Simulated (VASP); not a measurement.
Set up this calculation in VASP 6.6.1, as the native input.

```
Task                               : single point
Functional                         : r2SCAN0
Potentials or basis                : VASP PAW PBE potentials, release 64 (Ni, O)
Cutoff                             : 520 eV
k mesh                             : 6 × 6 × 6
Occupations                        : fermi-dirac, width 0.05 eV
Spin                               : collinear spin, ferromagnetic start
Starting moments                   : [1.0, 0.0] μB
Dipole correction                  : no
Grid for exact exchange (PRECFOCK) : Normal
Further INCAR settings             : ALGO = Normal; EDIFF = 1e-06; NBANDS = 19
Share of exact exchange            : 0.25
```

Crystal: NiO.

```
CELL_PARAMETERS angstrom
0.00000 2.05771 2.05771
2.05771 0.00000 2.05771
2.05771 2.05771 0.00000
ATOMIC_POSITIONS crystal
Ni 0.00000 0.00000 0.00000
O 0.50000 0.50000 0.50000
```

One way to write it, as run:

POSCAR

```
NiO
1.0
    0.0000000000      2.0577103256      2.0577103256
    2.0577103256      0.0000000000      2.0577103256
    2.0577103256      2.0577103256      0.0000000000
Ni O
1 1
Direct
    0.0000000000      0.0000000000      0.0000000000
    0.5000000000      0.5000000000      0.5000000000
```

INCAR.step1

```
PREC = Accurate ; ENCUT = 520
EDIFF = 1E-5 ; ISMEAR = -1
SIGMA = 0.05 ; LREAL = False
LASPH = True ; NELM = 150
ALGO = Normal ; ISIF = 2
LWAVE = True ; ISPIN = 2
MAGMOM = 1 0 ; LORBIT = 11
LMAXMIX = 4 ; GGA = PE
NBANDS = 19
```

INCAR.step2

```
PREC = Accurate ; ENCUT = 520
EDIFF = 1E-6 ; ISMEAR = -1
SIGMA = 0.05 ; LREAL = False
LASPH = True ; NELM = 150
ALGO = Normal ; ISIF = 2
LWAVE = False ; LCHARG = True
ISPIN = 2 ; MAGMOM = 1 0
LORBIT = 11 ; LMAXMIX = 4
METAGGA = R2SCAN ; LHFCALC = True
AEXX = 0.25 ; LMIXTAU = True
PRECFOCK = Normal ; LELF = True
LVHAR = True ; ISTART = 1
NBANDS = 19
```

KPOINTS

```
regular mesh
0
Gamma
  6 6 6
```

Potentials or basis: VASP PAW PBE potentials, release 64 (Ni, O).

Command:

```bash
$ cat potpaw_PBE.64/Ni/POTCAR potpaw_PBE.64/O/POTCAR > POTCAR
$ cp INCAR.step1 INCAR
$ mpirun -np 1 vasp_std > vasp.out
$ cp INCAR.step2 INCAR
$ mpirun -np 1 vasp_std > vasp.out
```

It gave:

* Pressure: 10.6 GPa
* Band gap on the k mesh: 4.77 eV (least direct gap 5.88 eV)
* Net moment: 2.00 μB per cell
* Site moments: Ni +1.77; O +0.21 μB
* Valence electrons inside the program's atomic spheres: Ni 8.97; O 5.12

Caveat: the k points lie up to 0.44 Å⁻¹ apart; the PAW data sets were made with another functional, which shifts forces and pressure a little; a cell with one magnetic atom can't hold antiferromagnetic order, which such compounds often take.

Wall time 76 min on 1 thread of Intel(R) Xeon(R) Platinum 8259CL CPU @ 2.50GHz (Skylake/Cascade Lake), with other jobs on the host, peak memory 0.17 GiB.
